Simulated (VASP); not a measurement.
# SrCaF4 (P1) in VASP: notebook, part 2 of 2

VASP 6.6.1. The steps go on from the part before.

## (3) Relaxation of cell and atoms, PBE

This run uses another cell than the first one, of 12.55 Å³/atom.

The input, INCAR:

```
PREC     = Accurate       # precision mode
ENCUT    = 600            # plane-wave cutoff, eV
EDIFF    = 1E-6           # SCF threshold, eV
ISMEAR   = 0              # smearing method
SIGMA    = 0.1            # smearing width, eV
LREAL    = Auto         
LASPH    = True           # aspherical terms in the spheres
NELM     = 60             # most SCF steps
ALGO     = Normal         # electronic algorithm
ISIF     = 3              # what is computed and relaxed
LWAVE    = False          # write WAVECAR
LCHARG   = False          # write CHGCAR
GGA      = PE             # functional
IBRION   = 2              # ionic algorithm
NSW      = 70             # ionic steps
EDIFFG   = -0.04          # ionic threshold
ISYM     = 0
```

The input, KPOINTS:

```
Automatic mesh
0
Gamma
  1 1 1
  0.25 0.25 0.25
```

The input, POSCAR:

```
SrCaF4
1.0
   -5.3202827400      5.3202827400      0.0000000000
   -5.3202827400      0.0000000000      5.3202827400
    0.0000000000      5.3202827400      5.3202827400
F Ca Sr
16 4 4
Direct
    0.8761890546      0.8731627037      0.3786955511
    0.3722458377      0.8722765601      0.3795029927
    0.8722034070      0.3752686027      0.3779152657
    0.8766059327      0.8716380052      0.8763324051
    0.3746526210      0.3770941237      0.3753567112
    0.3732595088      0.8761158864      0.8780166869
    0.8746542989      0.3768465587      0.8751655574
    0.3768023360      0.3729683261      0.8735706685
    0.6274821675      0.6236781225      0.1223831843
    0.1282538683      0.6245119778      0.1192220743
    0.6230899745      0.1233863136      0.1224901323
    0.6235923627      0.6263271135      0.6227085819
    0.1258941224      0.1236126302      0.1263705334
    0.1247405561      0.6253694199      0.6308630173
    0.6279273414      0.1208861218      0.6322791139
    0.1308963464      0.1224891921      0.6227361999
    0.5048349231      0.9961204196      0.9999546330
    0.9974173046      0.5002729376      0.0036976440
    0.4983411940      0.0015330105      0.5036721598
    0.0045743979      0.5059360730      0.4959736810
    0.0028004081      0.0006281166      0.9974709893
    0.9949445573      0.0014982195      0.5028513487
    0.5069204289      0.4962313701      0.9970113606
    0.4999608368      0.4994244561      0.4992132000
```

Potentials or basis: VASP PAW PBE potentials, release 64 (F, Ca_sv, Sr_sv).

Started as:

```sh
$ cat potpaw_PBE.64/F/POTCAR potpaw_PBE.64/Ca_sv/POTCAR potpaw_PBE.64/Sr_sv/POTCAR > POTCAR
$ mpirun -np 1 vasp_std > vasp.out
```

OUTCAR:

```text
PREC = Accurate
   ENCUT = 600
   EDIFF = 1E-6
   ISMEAR = 0
   LREAL = Auto
   LASPH = True
   NELM = 60
   ISIF = 3
   GGA = PE
   IBRION = 2
   NSW = 70
   EDIFFG = -0.04
   ISYM = 0

 ion  position               nearest neighbor table
   1  0.876  0.873  0.379-  20 2.26  22 2.28  19 2.32  21 2.34
   2  0.372  0.872  0.380-  24 2.29  22 2.32  19 2.33  17 2.33
   3  0.872  0.375  0.378-  24 2.29  22 2.30  18 2.30  20 2.34
   4  0.877  0.872  0.876-  18 2.28  17 2.28  22 2.29  21 2.31
   5  0.375  0.377  0.375-  20 2.27  24 2.28  19 2.31  23 2.32
   6  0.373  0.876  0.878-  21 2.28  17 2.30  19 2.30  23 2.33
[... 8 lines left out ...]
  15  0.628  0.121  0.632-  22 2.26  17 2.26  19 2.32  24 2.33
  16  0.131  0.122  0.623-  19 2.26  21 2.30  22 2.32  20 2.36
  17  0.505  0.996  1.000-  15 2.26  11 2.26   4 2.28   9 2.29   6 2.30   8 2.32  13 2.33   2 2.33
                            22 3.71  24 3.75  21 3.75  23 3.76  23 3.76  21 3.77  24 3.78  22 3.81
  18  0.997  0.500  0.004-   9 2.27  10 2.28   4 2.28  14 2.29   3 2.30   7 2.30  13 2.31   8 2.33
                            23 3.73  24 3.74  22 3.75  21 3.76  21 3.76  22 3.77  24 3.79  23 3.79
  19  0.498  0.002  0.504-  16 2.26   6 2.30  12 2.31   5 2.31  15 2.32   1 2.32   2 2.33  11 2.34
                            21 3.72  22 3.73  24 3.74  23 3.76  23 3.77  24 3.79  22 3.79  21 3.80
  20  0.005  0.506  0.496-   1 2.26   5 2.27  14 2.30  10 2.32   7 2.33  12 2.34   3 2.34  16 2.36
                            24 3.72  22 3.72  21 3.74  23 3.76  23 3.77  21 3.79  22 3.81  24 3.81
  21  0.003  0.001  0.997-   6 2.28  16 2.30  13 2.30  10 2.31   7 2.31   4 2.31  11 2.33   1 2.34
[... 638 lines left out ...]
  in kB      246.7072146    247.1001262    247.0696069     -6.2501029     -2.9209174      0.5328807
  external PRESSURE =     246.9589826 kB  Pullay stress =       0.0000000 kB
[... 451 lines left out ...]
--------------------------------------- Ionic step        9  -------------------------------------------

 number of electron     192.0000010 magnetization

 Free energy of the ion-electron system (eV)
  ---------------------------------------------------
  ext. energy  EPLUGINS =         0.00000000
  ---------------------------------------------------
  free energy    TOTEN  =      -137.06015089 eV

  energy without entropy =     -137.06015089  energy(sigma->0) =     -137.06015089

 E-fermi :  -1.0710     XC(G=0):  -9.2024

 val. band max:       -1.6155902825   @ k =   0.2500   0.2500   0.2500
 cond. band min:       5.5715672604   @ k =   0.2500   0.0000   0.0000
 fundamental gap:      7.1871575429
 Fermi energy:        -1.0710247547

 k-point     1 :       0.2500    0.2500    0.2500
  band No.  band energies     occupation
      1     -37.9096      2.00000
      2     -37.9045      2.00000
      3     -37.9032      2.00000
      4     -37.8982      2.00000
      5     -31.7944      2.00000
      6     -31.7781      2.00000
[... 433 lines left out ...]
    107       7.7710      0.00000
    108       7.8277      0.00000
 [bands above 108 left out]

------------------------ aborting loop because EDIFF is reached ----------------------------------------

  FORCE on cell =-STRESS in cart. coord.  units (eV):
  Direction    XX          YY          ZZ          XY          YZ          ZX
  --------------------------------------------------------------------------------------
  -------------------------------------------------------------------------------------
  Total       -0.3626649     -0.1807877     -0.1791628      0.0383095      0.0269017      0.0011804
  in kB       -1.5677644     -0.7815275     -0.7745030      0.1656081      0.1162934      0.0051028
  external PRESSURE =      -1.0412649 kB  Pullay stress =       0.0000000 kB
[... 39 lines left out ...]
  FREE ENERGIE OF THE ION-ELECTRON SYSTEM (eV)
  ---------------------------------------------------
  free  energy   TOTEN  =      -137.0601508947 eV

  energy  without entropy=     -137.0601508947  energy(sigma->0) =     -137.06015089

 reached required accuracy - stopping structural energy minimisation
```

Run time: 48 min. Hardware: 1 thread of Oxide Virtual Turin-like, shared host; peak memory 0.58 GiB.

Results:

```
Free energy                           : -137.0602 eV
Relaxed volume                        : 15.44 Å³/atom
Relaxed cell                          : a = 8.077 Å, b = 8.072 Å, c = 8.042 Å, α = 60.08°, β = 60.10°, γ = 59.77°
Space group after relaxing (to 0.1 Å) : P4/mmm (No. 123)
Energy gained by relaxing             : 206.2 meV/atom
Ionic steps                           : 9
Pressure after relaxing               : -0.1 GPa
Largest force after relaxing          : 0.040 eV/Å
Band gap on the k mesh                : 7.19 eV
```

Forces in eV/Å, atoms in the order of the input:
```
F   -0.021 -0.001  0.001
F   -0.004 -0.010 -0.018
F    0.017 -0.003 -0.023
F   -0.009 -0.024  0.003
F   -0.009  0.014 -0.005
F    0.008  0.005  0.003
F    0.027  0.009  0.014
F   -0.019  0.004  0.004
F    0.006  0.013  0.009
F    0.003  0.009  0.022
F   -0.026  0.013  0.024
F    0.031  0.016 -0.001
F    0.007 -0.007  0.007
F   -0.018 -0.009 -0.019
F   -0.026 -0.026 -0.016
F    0.036 -0.009  0.008
Ca  -0.009 -0.018  0.008
Ca  -0.023 -0.009 -0.014
Ca   0.010 -0.002 -0.016
Ca   0.037  0.006 -0.004
Sr  -0.003  0.007 -0.019
Sr  -0.007  0.025 -0.015
Sr   0.001 -0.019  0.013
Sr  -0.008  0.016  0.034
```

Step by step:
```
step  energy change (eV)  largest force (eV/Å)  pressure (GPa)  volume (Å³)
   1              0.0000                1.2889           24.70       301.19
   2             -4.6261                0.1369           -3.94       393.62
   3             -4.8929                0.2723           -0.06       371.16
   4             -4.8938                0.2602           -0.36       372.66
   5             -4.9243                0.1730           -0.20       371.54
   6             -4.9432                0.1075            0.09       369.69
   7             -4.9433                0.1051            0.08       369.75
   8             -4.9464                0.0566            0.00       370.14
   9             -4.9480                0.0400           -0.10       370.63
```

Final structure:
```
F Ca Sr
1.0
    -5.73116    5.69173   -0.00182
    -5.72733    0.00192    5.68795
    -0.00348    5.68650    5.68647
F Ca Sr
16 4 4
Direct
  0.87023 0.86871 0.38135
  0.38044 0.87986 0.37058
  0.88103 0.38160 0.37081
  0.87011 0.86786 0.88273
  0.36976 0.36988 0.38046
  0.38131 0.88012 0.87034
  0.88237 0.38063 0.86750
  0.37014 0.36714 0.88158
  0.63238 0.62925 0.11900
  0.12108 0.61836 0.12970
  0.61954 0.11729 0.13171
  0.63121 0.63259 0.61805
  0.13076 0.13062 0.12048
  0.11918 0.61885 0.63288
  0.61944 0.11749 0.63314
  0.13351 0.13091 0.61842
  0.50073 0.99797 0.00179
  0.00076 0.49897 0.00130
  0.50016 0.99981 0.50099
  0.00143 0.50134 0.49910
  0.00079 0.99990 0.00031
  0.99974 0.00021 0.50153
  0.50177 0.49873 0.99925
  0.50041 0.49916 0.50046
```

Levels at points of the mesh, in eV from the valence-band top:
```tsv
k point	band 93	band 94	band 95	band 96	band 97	band 98	band 99	band 100
(0.25, 0.25, 0.25)	-0.16	-0.06	-0.04	0.00	7.19	7.90	8.28	8.39
```

Caveat: the volume moved by over 15 % at a fixed basis, so the end points are rough; a shifted mesh leaves out Γ, where band edges can lie.
